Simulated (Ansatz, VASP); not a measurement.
One calculation of Si3Ge2, two programs

```
Si Ge
1.0
     2.88317    0.00000    0.00000
    -1.44159    2.49690    0.00000
     0.00000    0.00000   23.38019
Si Ge
6 4
Direct
  0.66667 0.33333 0.80000
  0.66667 0.33333 0.20000
  0.33333 0.66667 0.70000
  0.33333 0.66667 0.90000
  0.33333 0.66667 0.10000
  0.33333 0.66667 0.30000
  0.66667 0.33333 0.00000
  0.66667 0.33333 0.40000
  0.66667 0.33333 0.60000
  0.33333 0.66667 0.50000
```

Alike in both runs: task single point; functional PBE; k mesh 6 × 6 × 1; occupations gaussian, width 0.1 eV; no spin polarisation.

```csv
,VASP,Ansatz
version,VASP 6.6.1,Ansatz 0.2.0
potentials or method,"VASP PAW PBE potentials, release 64 (Si, Ge_d), cutoff 520 eV","scalar-relativistic, plane waves, PAW"
valence electrons in the cell,80,80
```

VASP gave:

```
gap on the k mesh at the Fermi level (eV)                     : none
pressure (GPa)                                                : -1.2
traceless stress, the component that is largest in VASP (GPa) : -9.34
rms of the force components (eV/Å)                            : 0.217
```

**Question.** What did Ansatz give for the same quantities?

**Answer.** gap on the k mesh at the Fermi level (eV): none; pressure (GPa): -1.2; traceless stress, the component that is largest in VASP (GPa): -9.35; rms of the force components (eV/Å): 0.215.

Atom by atom the forces differ by 0.001 eV/Å (rms over components). A gap of «none» marks a metal or a gap that the smearing closes. With one functional, cell and mesh, what is left measures potentials, basis and numerics.

The k mesh is coarse, so the values compare programs but aren't converged.
